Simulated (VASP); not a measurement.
Set up this calculation in VASP 6.6.1, as the native input.

```yaml
Task: single point
Functional: PBE
Potentials_or_basis: VASP PAW PBE potentials, release 64 (Ca_sv)
Cutoff: 520 eV
k_mesh: 14 × 14 × 14
Occupations: gaussian, width 0.15 eV
Spin: no spin polarisation
Dipole_correction: no
Further_INCAR_settings: ALGO = Normal; EDIFF = 1e-06; NBANDS = 11
```

The structure of Ca lies in POSCAR:

```
Ca
1.0
    0.0000000000      2.8361130000      2.8361130000
    2.8361130000      0.0000000000      2.8361130000
    2.8361130000      2.8361130000      0.0000000000
Ca
1
Direct
    0.0000000000      0.0000000000      0.0000000000
```

This cell differs from its parent crystal: strain +0.015 along x and y, +0.015 along z.

One way to write it, as run:

INCAR

```
PREC = Accurate ; ENCUT = 520
EDIFF = 1E-6 ; ISMEAR = 0
SIGMA = 0.15 ; LREAL = F
LASPH = T ; NELM = 60
ALGO = Normal ; ISIF = 2
LWAVE = F ; LCHARG = F
GGA = PE ; NBANDS = 11
```

KPOINTS

```
regular mesh
0
Gamma
  14 14 14
```

Potentials or basis: VASP PAW PBE potentials, release 64 (Ca_sv).

The run is started by

```console
$ cat potpaw_PBE.64/Ca_sv/POTCAR > POTCAR
$ mpirun -np 1 vasp_std > vasp.out
```

Results of the run:

```
Pressure               : -1.2 GPa
Band gap on the k mesh : zero (band 5 reaches 1.86 eV, above the bottom of band 6 at 1.45 eV)
```

Caveat: the cell differs from its parent crystal (strain +0.015 along x and y, +0.015 along z).

It took 34 s on 1 thread of Intel(R) Xeon(R) Platinum 8488C (Sapphire Rapids) (shared host), peak memory 0.19 GiB.
